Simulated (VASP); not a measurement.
Set up this calculation in VASP 6.6.1, as the native input.

| Quantity | Value |
| --- | --- |
| Task | single point |
| Functional | LDA |
| Potentials or basis | VASP PAW LDA potentials, release 64 (Hf_pv, C) |
| Cutoff | 520 eV |
| k mesh | 8 × 8 × 5 |
| Occupations | gaussian, width 0.1 eV |
| Spin | no spin polarisation |
| Dipole correction | no |
| Further INCAR settings | ALGO = Normal; EDIFF = 1e-07; NBANDS = 22 |

The structure of HfC lies in POSCAR:

```
HfC
1.0
    3.3428660000      0.0000000000      0.0000000000
   -1.6714330000      2.8950070000      0.0000000000
    0.0000000000      0.0000000000      5.2027140000
Hf C
2 2
Direct
    0.6666666667      0.3333333333      0.7500000000
    0.3333333333      0.6666666667      0.2500000000
    0.0000000000      0.0000000000      0.0000000000
    0.0000000000      0.0000000000      0.5000000000
```

The input as run:

INCAR

```
SYSTEM = HfC
PREC     = Accurate       ! precision mode
ENCUT    = 520            ! plane-wave cutoff, eV
EDIFF    = 1E-7           ! SCF threshold, eV
ISMEAR   = 0              ! smearing method
SIGMA    = 0.1            ! smearing width, eV
LREAL    = .FALSE.        ! projectors in reciprocal space
LASPH    = .TRUE.         ! aspherical terms in the spheres
NELM     = 100            ! most SCF steps
ALGO     = Normal         ! electronic algorithm
ISIF     = 2              ! what is computed and relaxed
LWAVE    = .FALSE.        ! write WAVECAR
LCHARG   = .FALSE.        ! write CHGCAR
GGA      = CA             ! functional
NBANDS   = 22             ! bands
```

KPOINTS

```
Automatic mesh
0
G
  8 8 5
  0 0 0
```

Potentials or basis: VASP PAW LDA potentials, release 64 (Hf_pv, C).

Launch:

```bash
$ cat potpaw_LDA.64/Hf_pv/POTCAR potpaw_LDA.64/C/POTCAR > POTCAR
$ mpirun -np 1 vasp_std > vasp.out
```

It gave:

- Pressure: -12.4 GPa
- Band gap on the k mesh: zero (band 14 reaches 7.27 eV, above the bottom of band 15 at 6.11 eV)

Caveat: spin-orbit coupling is left out, which moves the levels of the heavy elements.

Run time: 63 s on 1 thread of Intel Xeon 6975P-C, on a shared host, peak memory 0.17 GiB.
